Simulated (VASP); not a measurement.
Runs of VASP 6.6.1 on Na2IBr. The structure is that of space group R-3m (No. 166), or close to it. The cells are those of the table. 

| level | cell | k mesh | gap on the mesh (eV) | pressure (GPa) | largest force (eV/Å) |
| --- | --- | --- | --- | --- | --- |
| PBE | a = 7.771 Å, angles 33.6°, 4 atoms | 6 × 6 × 6 | 3.21 | -0.4 | 0.01 |
| PBE | a = 7.617 Å, angles 33.6°, 4 atoms | 6 × 6 × 6 | 3.34 | 0.6 | 0.01 |
| PBE | a = 7.538 Å, angles 33.6°, 4 atoms | 6 × 6 × 6 | (b) | 1.3 | 0.02 |
| r2SCAN | a = 7.599 Å, angles 33.6°, 4 atoms | 6 × 6 × 6 | 4.06 | -0.1 | 0.01 |
| r2SCAN | a = 7.675 Å, angles 33.6°, 4 atoms | 6 × 6 × 6 | 3.99 | -0.6 | - |
| r2SCAN | a = 7.748 Å, angles 33.6°, 4 atoms | 6 × 6 × 6 | 3.93 | -1.0 | 0.03 |
| PBE | a = 7.695 Å, angles 33.6°, 4 atoms | 6 × 6 × 6 | 3.27 | 0.0 | - |
| PBE | a = 7.599 Å, angles 33.6°, 4 atoms | 8 × 8 × 8 | 3.33 | 0.7 | 0.01 |
| PBE | a = 7.846 Å, angles 33.6°, 4 atoms | 6 × 6 × 6 | 3.16 | -0.8 | 0.01 |
| r2SCAN | a = 7.599 Å, angles 33.6°, 4 atoms | 8 × 8 × 8 | 4.06 | -0.1 | 0.01 |
| r2SCAN | a = 7.444 Å, angles 33.6°, 4 atoms | 6 × 6 × 6 | (a) | 1.3 | 0.02 |
| r2SCAN | a = 7.523 Å, angles 33.6°, 4 atoms | 6 × 6 × 6 | 4.13 | 0.5 | 0.01 |

Alike in all rows: task single point; potentials or basis VASP PAW PBE potentials, release 64 (Br, I, Na_pv); no spin polarisation; cutoff (eV) 520; smearing gaussian 0.01 eV.

Task: Fill in the values left out.

Result: (a) 4.21; (b) 3.41.

Caveats: spin-orbit coupling is left out, which moves the levels of the heavy elements; the PAW data sets were made with another functional, which shifts forces and pressure a little (at least some runs).

A k mesh can miss the band edges, and the runs leave out spin-orbit coupling on Br, I.
